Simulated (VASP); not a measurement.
# Lu2ZnH6 in VASP: single point with r2SCAN

Aim: the single point of Lu2ZnH6 with r2SCAN.

All numbers are computed with VASP 6.6.1; they aren't measurements. Logs are shortened: lines on timing, memory, paths and dates and some standing lists are left out, and cuts for length are marked.

### 1 The cell of the first run

The typed cell holds 9 atoms: a = 5.215 Å, b = 5.215 Å, c = 3.883 Å, α = 90.00°, β = 90.00°, γ = 120.00°.

### 2 Single point, r2SCAN

Contents of POSCAR:

```
Lu2ZnH6
1.0
    5.2149850000      0.0000000000      0.0000000000
   -2.6074920000      4.5163120000      0.0000000000
    0.0000000000      0.0000000000      3.8834990000
Lu Zn H
2 1 6
Direct
    0.3333000000      0.6667000000      0.2641000000
    0.6667000000      0.3333000000      0.7359000000
    0.0000000000      0.0000000000      0.0000000000
    0.8221000000      0.1779000000      0.2430000000
    0.8221000000      0.6442000000      0.2430000000
    0.3558000000      0.1779000000      0.2430000000
    0.1779000000      0.8221000000      0.7570000000
    0.6442000000      0.8221000000      0.7570000000
    0.1779000000      0.3558000000      0.7570000000
```

Contents of INCAR.step1:

```
ALGO = Normal ; EDIFF = 1E-4
ENCUT = 520 ; GGA = PE
ISMEAR = -1 ; LASPH = T
LCHARG = F ; LREAL = F
LWAVE = T ; NBANDS = 44
NELM = 60 ; PREC = Accurate
SIGMA = 0.1
```

Contents of INCAR.step2:

```
ALGO = Normal ; EDIFF = 1E-7
ENCUT = 520 ; ISIF = 2
ISMEAR = -1 ; ISTART = 1
LASPH = T ; LCHARG = T
LELF = T ; LMIXTAU = T
LREAL = F ; LVHAR = T
LWAVE = F ; METAGGA = R2SCAN
NBANDS = 44 ; NELM = 60
PREC = Accurate ; SIGMA = 0.1
```

Contents of KPOINTS:

```
k-points
0
Gamma
  7 7 8
```

Potentials or basis: VASP PAW PBE potentials, release 64 (Lu, Zn, H).

Started as:

```sh
$ cat potpaw_PBE.64/Lu/POTCAR potpaw_PBE.64/Zn/POTCAR potpaw_PBE.64/H/POTCAR > POTCAR
$ cp INCAR.step1 INCAR
$ mpirun -np 1 vasp_std > vasp.out
$ cp INCAR.step2 INCAR
$ mpirun -np 1 vasp_std > vasp.out
```

OUTCAR:

```text
EDIFF = 1E-7
   ENCUT = 520
   ISIF = 2
   ISMEAR = -1
   ISTART = 1
   LASPH = T
   LREAL = F
   METAGGA = R2SCAN
   NELM = 60
   PREC = Accurate

 ion  position               nearest neighbor table
   1  0.333  0.667  0.264-   3 3.18   3 3.18   3 3.18   2 3.52   2 3.52   2 3.53   2 3.64   2 3.64
                             2 3.64
   2  0.667  0.333  0.736-   3 3.18   3 3.18   3 3.18   1 3.52   1 3.52   1 3.53   1 3.64   1 3.64
                             1 3.64
   3  0.000  0.000  0.000-   4 1.86   7 1.86   6 1.86   8 1.86   5 1.86   9 1.86   1 3.18   2 3.18
                             2 3.18   1 3.18   2 3.18   1 3.18
   4  0.822  0.178  0.243-   3 1.86
   5  0.822  0.644  0.243-   3 1.86
   6  0.356  0.178  0.243-   3 1.86
   7  0.178  0.822  0.757-   3 1.86
   8  0.644  0.822  0.757-   3 1.86
   9  0.178  0.356  0.757-   3 1.86

  LATTYP: Found a hexagonal cell.
 ALAT       =     5.2149850000
 C/A-ratio  =     0.7446807613

  Lattice vectors:

 A1 = (   5.2149850000,   0.0000000000,   0.0000000000)
 A2 = (  -2.6074920000,   4.5163120000,   0.0000000000)
 A3 = (   0.0000000000,   0.0000000000,   3.8834990000)

Analysis of symmetry for initial positions (statically):
=====================================================================
 Subroutine PRICEL returns:
 Original cell was already a primitive cell.

 Routine SETGRP: Setting up the symmetry group for a
 hexagonal supercell.

 Subroutine GETGRP returns: Found  4 space group operations
 (whereof  4 operations were pure point group operations)
 out of a pool of 24 trial point group operations.

The static configuration has the point symmetry C_2h.

Analysis of symmetry for dynamics (positions and initial velocities):
=====================================================================
 Subroutine PRICEL returns:
 Original cell was already a primitive cell.

 Routine SETGRP: Setting up the symmetry group for a
 hexagonal supercell.

 Subroutine GETGRP returns: Found  4 space group operations
 (whereof  4 operations were pure point group operations)
 out of a pool of 24 trial point group operations.

The dynamic configuration has the point symmetry C_2h.

 Subroutine INISYM returns: Found  4 space group operations
 (whereof  4 operations are pure point group operations),
[... 111 lines left out ...]
   LREAL  =      F    real-space projection
   EDIFFG = 0.1E-05   stopping-criterion for IOM
   NSW    =      0    number of steps for IOM
   IBRION =     -1    ionic relax: 0-MD 1-quasi-New 2-CG
   NFREE  =      0    steps in history (QN), initial steepest desc. (CG)
   ISIF   =      2    stress and relaxation
   ISYM   =      2    0-nonsym 1-usesym 2-fastsym
   POTIM  = 0.5000    time-step for ionic-motion
   TEBEG  =    0.0;   TEEND  =   0.0 temperature during run
   PSTRESS=    0.0 pullay stress
   NELECT =      68.0000    total number of electrons
   NUPDOWN=      -1.0000    fix difference up-down
   EMIN   =  10.00;   EMAX   =-10.00  energy-range for DOS
   EFERMI =   0.00;   METHOD = LEGACY
   ISMEAR =    -1;   SIGMA  =   0.10  broadening in eV -4-tet -1-fermi 0-gaus
   EFERMI_NEDOS =   21; number of points for ismear=-14 and -15
   IALGO  =     38    algorithm
   IMIX   =      4    mixing-type and parameters
     AMIX     =   0.40;   BMIX     =  1.00
     AMIX_MAG =   1.60;   BMIX_MAG =  1.00
  volume/ion in A,a.u.               =      10.16        68.58
  Fermi-wavevector in a.u.,A,eV,Ry     =   1.483057  2.802571 29.925429  2.199457
  Thomas-Fermi vector in A             =   2.596766
   LORBIT       =      0    0 simple, 1 ext, 2 COOP (PROOUT), +10 PAW based schemes
   METAGGA = R2SCAN    functional components
   LHFCALC =     F    Hartree Fock is set to
   AEXX    =    0.0000 exact exchange contribution
   IVDW    =     0    specifies the selected vdW correction
   LEPSILON=     F    determine dielectric tensor
   LRPA    =     F    only Hartree local field effects (RPA)
 non-spin polarized calculation
  energy-cutoff  :      520.00
  volume of cell :       91.47
 maximum number of plane-waves:      2510
   NGX = 19   NGY = 19   NGZ = 15

 number of electron      67.9999985 magnetization

 Free energy of the ion-electron system (eV)
  ---------------------------------------------------
  ext. energy  EPLUGINS =         0.00000000
  ---------------------------------------------------
  free energy    TOTEN  =      -107.22215631 eV

  energy without entropy =     -107.12505092  energy(sigma->0) =     -107.17360362

 E-fermi :   3.4572     XC(G=0): -11.5402

 val. band max:        3.4508130640   @ k =   0.4286  -0.4286   0.1250
 cond. band min:       3.4619777444   @ k =   0.2857   0.2857   0.5000
 fundamental gap:      0.0111646804
 Fermi energy:         3.4571912698

 k-point     1 :       0.0000    0.0000    0.0000
  band No.  band energies     occupation
      1     -55.9218      2.00000
      2     -55.9027      2.00000
      3     -26.0100      2.00000
      4     -26.0100      2.00000
      5     -25.9175      2.00000
      6     -25.8507      2.00000
[... 1117 lines left out ...]
     43       7.4155      0.00000
     44       7.4302      0.00000

 [... further k-points ...]

------------------------ aborting loop because EDIFF is reached ----------------------------------------

  FORCE on cell =-STRESS in cart. coord.  units (eV):
  Direction    XX          YY          ZZ          XY          YZ          ZX
  --------------------------------------------------------------------------------------
  -------------------------------------------------------------------------------------
  Total       -3.6259432     -3.6214476     -6.9780587      0.0038964      0.0002170     -0.0003755
  in kB      -63.5142797    -63.4355319   -122.2320243      0.0682517      0.0038005     -0.0065776
  external PRESSURE =     -83.0606120 kB  Pullay stress =       0.0000000 kB

 VOLUME and BASIS-vectors are now :
 -----------------------------------------------------------------------------
  energy-cutoff  :      520.00
  volume of cell :       91.47
      direct lattice vectors                 reciprocal lattice vectors
     5.214985000  0.000000000  0.000000000     0.191755106  0.110709779  0.000000000
    -2.607492000  4.516312000  0.000000000     0.000000000  0.221419601  0.000000000
     0.000000000  0.000000000  3.883499000     0.000000000  0.000000000  0.257499744

 POSITION                                       TOTAL-FORCE (eV/Angst)
 -----------------------------------------------------------------------------------
     -0.00026      3.01103      1.02563         0.000409     -0.000236     -0.215049
      2.60775      1.50529      2.85787        -0.000409      0.000236      0.215049
      0.00000      0.00000      0.00000         0.000000      0.000000     -0.000000
      3.82337      0.80345      0.94369        -0.235137      0.135757      0.091277
      2.60749      2.90941      0.94369         0.000528     -0.271615      0.091424
      1.39162      0.80345      0.94369         0.235490      0.135350      0.091424
     -1.21587      3.71286      2.93981         0.235137     -0.135757     -0.091277
      1.21587      3.71286      2.93981        -0.235490     -0.135350     -0.091424
      0.00000      1.60690      2.93981        -0.000528      0.271615     -0.091424
 -----------------------------------------------------------------------------------
    total drift:                               -0.000000     -0.000000      0.000000

  FREE ENERGIE OF THE ION-ELECTRON SYSTEM (eV)
  ---------------------------------------------------
  free  energy   TOTEN  =      -107.2221563138 eV

  energy  without entropy=     -107.1250509240  energy(sigma->0) =     -107.17360362
```

OSZICAR.step1:

```text
N       E                     dE             d eps       ncg     rms          rms(c)
DAV:   1     0.457975281552E+03    0.45798E+03   -0.26510E+04 14864   0.486E+03
DAV:   2     0.336059403579E+02   -0.42437E+03   -0.40421E+03 11216   0.642E+02
DAV:   3    -0.257718879425E+02   -0.59378E+02   -0.58289E+02 10608   0.165E+02
DAV:   4    -0.329844352627E+02   -0.72125E+01   -0.70875E+01 16416   0.428E+01
DAV:   5    -0.333080000609E+02   -0.32356E+00   -0.32169E+00 14968   0.827E+00    0.107E+01
DAV:   6    -0.317380071529E+02    0.15700E+01   -0.29431E+00 15116   0.329E+01    0.649E+00
DAV:   7    -0.314675652242E+02    0.27044E+00   -0.23455E+00 16744   0.122E+01    0.141E+00
DAV:   8    -0.314776851524E+02   -0.10120E-01   -0.25797E-01 15416   0.546E+00    0.716E-01
DAV:   9    -0.314791939954E+02   -0.15088E-02   -0.22387E-02 16336   0.170E+00    0.251E-01
DAV:  10    -0.314799376793E+02   -0.74368E-03   -0.60000E-03 14780   0.975E-01    0.650E-02
DAV:  11    -0.314800234312E+02   -0.85752E-04   -0.79160E-04 12952   0.393E-01
   1 F= -.31480023E+02 E0= -.31428350E+02  d E =-.103347E+00
```

Run time: 26 min. Hardware: 1 thread of AMD EPYC 9R45 (Zen 5), shared host; peak memory 0.51 GiB.

What came out:

| Item | Value |
| --- | --- |
| Free energy | -107.2222 eV |
| Pressure | -8.3 GPa |
| Largest force | 0.287 eV/Å |
| Band gap on the k mesh | zero (bands 34 and 35 overlap by 1.52 eV) |

Forces in eV/Å, atoms in the order of the input:
```
Lu   0.000  0.000 -0.215
Lu   0.000  0.000  0.215
Zn   0.000  0.000  0.000
H   -0.235  0.136  0.091
H    0.001 -0.272  0.091
H    0.235  0.135  0.091
H    0.235 -0.136 -0.091
H   -0.235 -0.135 -0.091
H   -0.001  0.272 -0.091
```

Levels at points of the mesh, in eV from the Fermi level:
| k point | band 30 | band 31 | band 32 | band 33 | band 34 | band 35 | band 36 | band 37 | band 38 | band 39 |
| --- | --- | --- | --- | --- | --- | --- | --- | --- | --- | --- |
| (0.00, 0.00, 0.00) | -6.29 | -6.27 | -3.21 | -3.21 | -1.70 | 1.19 | 1.19 | 2.66 | 2.84 | 2.84 |
| (0.00, 0.00, 0.50) | -5.98 | -5.98 | -4.62 | -4.62 | 0.91 | 1.55 | 1.55 | 2.14 | 2.18 | 2.19 |

Caveat: the cell stands under tension; the PAW data sets were made with another functional, which shifts forces and pressure a little; spin-orbit coupling is left out, which moves the levels of the heavy elements.
